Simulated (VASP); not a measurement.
# LiCl in VASP: a series of runs, part 2 of 3

VASP 6.6.1. Earlier steps stand in the parts before.

## Step 3: Single point, PBE

INCAR

```
PREC = Accurate
ENCUT = 520
EDIFF = 1E-6
ISMEAR = 0
SIGMA = 0.02
LREAL = F
LASPH = T
NELM = 60
ALGO = Normal
ISIF = 2
LWAVE = F
LCHARG = T
GGA = PE
LELF = T
LVHAR = T
NBANDS = 18
```

KPOINTS

```
regular mesh
0
Gamma
  6 6 4
```

POSCAR

```
LiCl
1.0
    3.6013791644      0.0000000000      0.0000000000
   -1.8006895822      3.1188858451      0.0000000000
    0.0000000000      0.0000000000      6.0730389249
Li Cl
2 2
Direct
    0.0000000000      0.0000000000      0.5000000000
    0.0000000000      0.0000000000      0.0000000000
    0.6666666667      0.3333333333      0.2500000000
    0.3333333333      0.6666666667      0.7500000000
```

Potentials or basis: VASP PAW PBE potentials, release 64 (Li_sv, Cl).

Started as:

```
> cat potpaw_PBE.64/Li_sv/POTCAR potpaw_PBE.64/Cl/POTCAR > POTCAR
> mpirun -np 1 vasp_std > vasp.out
```

OUTCAR:

```text
PREC = Accurate
   ENCUT = 520
   EDIFF = 1E-6
   ISMEAR = 0
   LREAL = F
   LASPH = T
   NELM = 60
   ISIF = 2
   GGA = PE

 ion  position               nearest neighbor table
   1  0.000  0.000  0.500-   3 2.57   4 2.57   3 2.57   4 2.57   3 2.57   4 2.57
   2  0.000  0.000  0.000-   3 2.57   4 2.57   3 2.57   4 2.57   3 2.57   4 2.57
   3  0.667  0.333  0.250-   1 2.57   2 2.57   1 2.57   2 2.57   1 2.57   2 2.57
   4  0.333  0.667  0.750-   1 2.57   2 2.57   1 2.57   2 2.57   1 2.57   2 2.57

  LATTYP: Found a hexagonal cell.
 ALAT       =     3.6013791644
 C/A-ratio  =     1.6863092298

  Lattice vectors:

 A1 = (   3.6013791644,   0.0000000000,   0.0000000000)
 A2 = (  -1.8006895822,   3.1188858451,   0.0000000000)
 A3 = (   0.0000000000,   0.0000000000,   6.0730389249)

Analysis of symmetry for initial positions (statically):
=====================================================================
 Subroutine PRICEL returns:
 Original cell was already a primitive cell.

 Routine SETGRP: Setting up the symmetry group for a
 hexagonal supercell.

 Subroutine GETGRP returns: Found 24 space group operations
 (whereof 12 operations were pure point group operations)
 out of a pool of 24 trial point group operations.

The static configuration has the point symmetry D_3d.
 The point group associated with its full space group is D_6h.

Analysis of symmetry for dynamics (positions and initial velocities):
=====================================================================
 Subroutine PRICEL returns:
 Original cell was already a primitive cell.

 Routine SETGRP: Setting up the symmetry group for a
 hexagonal supercell.

 Subroutine GETGRP returns: Found 24 space group operations
 (whereof 12 operations were pure point group operations)
 out of a pool of 24 trial point group operations.

[... 118 lines left out ...]
   IALGO  =     38    algorithm
   IMIX   =      4    mixing-type and parameters
     AMIX     =   0.40;   BMIX     =  1.00
     AMIX_MAG =   1.60;   BMIX_MAG =  1.00
  volume/ion in A,a.u.               =      17.05       115.08
  Fermi-wavevector in a.u.,A,eV,Ry     =   1.087577  2.055223 16.093295  1.182824
  Thomas-Fermi vector in A             =   2.223740
   LORBIT       =      0    0 simple, 1 ext, 2 COOP (PROOUT), +10 PAW based schemes
   GGA     = PE    functional components
   LHFCALC =     F    Hartree Fock is set to
   AEXX    =    0.0000 exact exchange contribution
   IVDW    =     0    specifies the selected vdW correction
   LEPSILON=     F    determine dielectric tensor
   LRPA    =     F    only Hartree local field effects (RPA)
 non-spin polarized calculation
 Gauss-broadening in eV      SIGMA  =   0.02
  energy-cutoff  :      520.00
  volume of cell :       68.21
 maximum number of plane-waves:      1860
 NGX is ok and might be reduce to    28
   NGX = 13   NGY = 13   NGZ = 23

 number of electron      19.9999991 magnetization

 Free energy of the ion-electron system (eV)
  ---------------------------------------------------
  ext. energy  EPLUGINS =         0.00000000
  ---------------------------------------------------
  free energy    TOTEN  =       -14.71204073 eV

  energy without entropy =      -14.71204073  energy(sigma->0) =      -14.71204073

 E-fermi :   0.6602     XC(G=0):  -8.6803

 val. band max:        0.5402097210   @ k =   0.0000   0.0000   0.0000
 cond. band min:       6.7726944829   @ k =   0.0000   0.0000   0.0000
 fundamental gap:      6.2324847619
 Fermi energy:         0.6601804191

 k-point     1 :       0.0000    0.0000    0.0000
  band No.  band energies     occupation
      1     -43.0752      2.00000
      2     -43.0682      2.00000
      3     -12.8700      2.00000
      4     -12.3724      2.00000
      5      -2.2997      2.00000
      6       0.3394      2.00000
[... 418 lines left out ...]
      5      -1.8711      2.00000
      6      -1.8711      2.00000
[... 10 lines left out ...]
     17      11.9862      0.00000
     18      11.9862      0.00000

------------------------ aborting loop because EDIFF is reached ----------------------------------------

  FORCE on cell =-STRESS in cart. coord.  units (eV):
  Direction    XX          YY          ZZ          XY          YZ          ZX
  --------------------------------------------------------------------------------------
  -------------------------------------------------------------------------------------
  Total       -0.0514936     -0.0514936     -0.0508997      0.0000000      0.0000000      0.0000000
  in kB       -1.2094540     -1.2094540     -1.1955041      0.0000000      0.0000000      0.0000000
  external PRESSURE =      -1.2048040 kB  Pullay stress =       0.0000000 kB

 VOLUME and BASIS-vectors are now :
 -----------------------------------------------------------------------------
  energy-cutoff  :      520.00
  volume of cell :       68.21
      direct lattice vectors                 reciprocal lattice vectors
     3.601379164  0.000000000  0.000000000     0.277671402  0.160313658  0.000000000
    -1.800689582  3.118885845  0.000000000     0.000000000  0.320627317  0.000000000
     0.000000000  0.000000000  6.073038925     0.000000000  0.000000000  0.164662208

 POSITION                                       TOTAL-FORCE (eV/Angst)
 -----------------------------------------------------------------------------------
      0.00000      0.00000      3.03652         0.000000      0.000000      0.000000
      0.00000      0.00000      0.00000         0.000000      0.000000      0.000000
      1.80069      1.03963      1.51826         0.000000     -0.000000      0.000000
     -0.00000      2.07926      4.55478        -0.000000      0.000000     -0.000000
 -----------------------------------------------------------------------------------
    total drift:                                0.000000     -0.000000     -0.000000

  FREE ENERGIE OF THE ION-ELECTRON SYSTEM (eV)
  ---------------------------------------------------
  free  energy   TOTEN  =       -14.7120407335 eV

  energy  without entropy=      -14.7120407335  energy(sigma->0) =      -14.71204073
```

OSZICAR:

```text
N       E                     dE             d eps       ncg     rms          rms(c)
DAV:   1     0.118024240043E+03    0.11802E+03   -0.83633E+03   756   0.106E+03
DAV:   2    -0.427215585366E+01   -0.12230E+03   -0.11779E+03   976   0.220E+02
DAV:   3    -0.146303348844E+02   -0.10358E+02   -0.10312E+02  1396   0.591E+01
DAV:   4    -0.148318607654E+02   -0.20153E+00   -0.20119E+00  1060   0.873E+00
DAV:   5    -0.148412381096E+02   -0.93773E-02   -0.93745E-02  1122   0.156E+00    0.337E+00
DAV:   6    -0.147016459804E+02    0.13959E+00   -0.23343E-01   940   0.241E+00    0.241E+00
DAV:   7    -0.147041540582E+02   -0.25081E-02   -0.94210E-02  1094   0.161E+00    0.124E+00
DAV:   8    -0.147118853279E+02   -0.77313E-02   -0.17055E-02   898   0.817E-01    0.201E-01
DAV:   9    -0.147118397602E+02    0.45568E-04   -0.71249E-04  1050   0.188E-01    0.693E-02
DAV:  10    -0.147120296145E+02   -0.18985E-03   -0.21157E-04   848   0.102E-01    0.108E-02
DAV:  11    -0.147120394107E+02   -0.97962E-05   -0.11508E-05  1036   0.251E-02    0.189E-02
DAV:  12    -0.147120411211E+02   -0.17104E-05   -0.65755E-06   864   0.142E-02    0.111E-02
DAV:  13    -0.147120407335E+02    0.38762E-06   -0.36603E-07   588   0.397E-03
   1 F= -.14712041E+02 E0= -.14712041E+02  d E =-.369874E-19
```

Run time: 13 s. Hardware: 1 thread of Intel Xeon 6975P-C (Granite Rapids), shared host; peak memory 0.17 GiB.

Results:

```yaml
Free_energy: -14.7120 eV
Band_gap_on_the_k_mesh: 6.23 eV, direct
```

Caveat: the cutoff is under 1.25 times the usual one of these potentials, so pressure, stress and relaxed cells hold a basis-set (Pulay) error. A k mesh can miss the band edges.

## Step 4: Single point, PBE

INCAR

```
SYSTEM = LiCl
ALGO = Normal
EDIFF = 1E-6
ENCUT = 520
GGA = PE
ISIF = 2
ISMEAR = 0
LASPH = .True.
LCHARG = .False.
LREAL = .False.
LWAVE = .False.
NBANDS = 18
NELM = 80
PREC = Accurate
SIGMA = 0.1
```

KPOINTS

```
k-points
0
Gamma
  4 4 4
  0 0 0
```

POSCAR

```
LiCl
1.0
    3.5875557162      0.0000000000     -0.3721793157
    0.0000000000      6.0626442207      0.0000000000
   -1.4650589042      0.0000000000      3.2977225571
Li Cl
2 2
Direct
    0.3566411549      0.2499684461      0.7784397612
    0.3566411549      0.7500315539      0.7784397612
    0.6902131248      0.5000000000      0.4497023875
    1.0248503922      0.0000000000      0.1144875363
```

Started as:

```
> cat potpaw_PBE.64/Li_sv/POTCAR potpaw_PBE.64/Cl/POTCAR > POTCAR
> mpirun -np 1 vasp_std > vasp.out
```

Run time: 18 s. Hardware: 1 thread of Intel Xeon 6975P-C (Granite Rapids), shared host; peak memory 0.18 GiB.

It converged, with:

```
Free energy            : -14.7046 eV
Largest force          : 0.014 eV/Å
Band gap on the k mesh : 6.22 eV, direct
```

Forces in eV/Å, atoms in the order of the input:
```
Li  -0.002  0.001  0.008
Li  -0.002 -0.001  0.008
Cl   0.007  0.000 -0.012
Cl  -0.003  0.000 -0.004
```

Levels at points of the mesh, in eV from the valence-band top:
```
           k point  band 6  band 7  band 8  band 9  band 10  band 11  band 12  band 13  band 14  band 15
(0.00, 0.00, 0.00)   -0.21   -0.20   -0.15   -0.01     0.00     6.22     6.72    10.24    10.30    11.25
(0.50, 0.00, 0.00)   -2.43   -1.83   -1.04   -0.73    -0.28     7.11     8.22     8.83     9.54    10.00
(0.00, 0.50, 0.00)   -1.66   -0.11   -0.11   -0.10    -0.10     7.10     7.10    10.43    10.45    10.47
(0.50, 0.50, 0.00)   -2.80   -0.88   -0.87   -0.69    -0.68     7.50     7.51     8.71     8.72    11.23
(0.00, 0.00, 0.50)   -2.43   -1.83   -1.03   -0.73    -0.28     7.12     8.23     8.83     9.54     9.99
(0.50, 0.00, 0.50)   -2.43   -1.83   -1.05   -0.71    -0.29     7.09     8.21     8.79     9.52    10.04
(0.00, 0.50, 0.50)   -2.80   -0.88   -0.87   -0.69    -0.68     7.49     7.53     8.70     8.73    11.23
(0.50, 0.50, 0.50)   -2.80   -0.88   -0.88   -0.70    -0.69     7.51     7.53     8.70     8.73    11.21
```

Caveat: the k points lie up to 0.50 Å⁻¹ apart; the cutoff is under 1.25 times the usual one of these potentials, so pressure, stress and relaxed cells hold a basis-set (Pulay) error.

## Step 5: Relaxation of cell and atoms, PBE

INCAR

```
PREC = Accurate
ENCUT = 600
EDIFF = 1E-6
ISMEAR = 0
SIGMA = 0.1
LREAL = F
LASPH = T
NELM = 80
ALGO = Normal
ISIF = 3
LWAVE = F
LCHARG = F
GGA = PE
IBRION = 2
NSW = 90
EDIFFG = -0.04
```

KPOINTS

```
regular mesh
0
Gamma
  6 6 4
```

POSCAR

```
LiCl
1.0
    3.6076615462      0.0000000000      0.0000000000
   -1.8038307731      3.1243265473      0.0000000000
    0.0000000000      0.0000000000      6.0626442207
Li Cl
2 2
Direct
    0.0000000000      0.0000000000      0.5000000000
    0.0000000000      0.0000000000      0.0000000000
    0.6666666667      0.3333333333      0.2500000000
    0.3333333333      0.6666666667      0.7500000000
```

Started as:

```
> cat potpaw_PBE.64/Li_sv/POTCAR potpaw_PBE.64/Cl/POTCAR > POTCAR
> mpirun -np 1 vasp_std > vasp.out
```

Wall time 14 s (1 thread of Intel Xeon 6975P-C (Granite Rapids), shared host); peak memory 0.19 GiB.

Results (log left out):

| Item | Value |
| --- | --- |
| Free energy | -14.7113 eV |
| Pressure after relaxing | -0.2 GPa |
| Band gap on the k mesh | 6.23 eV, direct |

Stress tensor (GPa, compression positive):
```
-0.25  0.00  0.00
 0.00 -0.25  0.00
 0.00  0.00 -0.02
```

Final structure:
```
Li Cl
1.0
     3.60766    0.00000    0.00000
    -1.80383    3.12433    0.00000
     0.00000    0.00000    6.06264
Li Cl
2 2
Direct
  0.00000 0.00000 0.50000
  0.00000 0.00000 0.00000
  0.66667 0.33333 0.25000
  0.33333 0.66667 0.75000
```

Levels at points of the mesh, in eV from the valence-band top:
```
           k point  band 8  band 9  band 10  band 11  band 12  band 13
(0.00, 0.00, 0.00)   -0.15    0.00     0.00     6.23     6.72    10.27
(0.50, 0.00, 0.00)   -1.04   -0.72    -0.28     7.11     8.23     8.82
(0.00, 0.00, 0.50)   -0.10   -0.10    -0.10     7.11     7.11    10.48
(0.50, 0.00, 0.50)   -0.88   -0.69    -0.69     7.52     7.52     8.72
```

Caveat: the cutoff is under 1.25 times the usual one of these potentials, so pressure, stress and relaxed cells hold a basis-set (Pulay) error; the relaxation stopped at its first step, so nothing moved.

[end of part 2 of 3]
